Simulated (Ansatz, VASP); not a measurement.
Ga in VASP and in Ansatz

Contents of INCAR:

```
PREC = Accurate
ENCUT = 520
EDIFF = 1E-6
ISMEAR = -1
SIGMA = 0.05
LREAL = False
LASPH = True
NELM = 80
ALGO = Normal
ISIF = 2
LWAVE = False
LCHARG = True
GGA = PE
LELF = True
LVHAR = True
NBANDS = 20
```

Contents of KPOINTS:

```
Automatic mesh
0
Gamma
  18 18 10
```

The input POSCAR:

```
Ga
1.0
    3.0408462604      0.0000000000      0.0000000000
   -1.5204231302      2.6334501105      0.0000000000
    0.0000000000      0.0000000000      4.9142798557
Ga
2
Direct
    0.3333333333      0.6666666667      0.2500000000
    0.6666666667      0.3333333333      0.7500000000
```

Input for Ansatz:

```yaml
crystal:
  lattice:
    - [3.0408462604, 0.0, 0.0]
    - [-1.5204231302, 2.6334501105, 0.0]
    - [0.0, 0.0, 4.9142798557]
  atoms:
    - { symbol: Ga, position: [0.3333333333, 0.6666666667, 0.25] }
    - { symbol: Ga, position: [0.6666666667, 0.3333333333, 0.75] }
kpoints:
  mp_grid: { grid: [18, 18, 10] }
scf:
  occupations: { method: fermi_dirac, width: 0.05 }
hamiltonian:
  xc: pbe
  pseudopotentials: { kind: all_electron, lapw: { basis_error: 0.0005 } }
output:
  forces: true
  stress: true
  eigenvalues: true
```

Change from the starting cell: volume scaled by 1.03.

Alike in both runs: task single point; functional PBE; k mesh 18 × 18 × 10; occupations fermi-dirac, width 0.05 eV; no spin polarisation.

```csv
,VASP,Ansatz
version,VASP 6.6.1,Ansatz 0.2.0
potentials or method,"VASP PAW PBE potentials, release 64 (Ga_d), cutoff 520 eV","all-electron LAPW, scalar-relativistic"
```

```csv
,VASP,Ansatz,Ansatz less VASP
pressure (GPa),-1.2,-1.3,-0.06
```

Ansatz ran all-electron here, and VASP with PAW potentials.
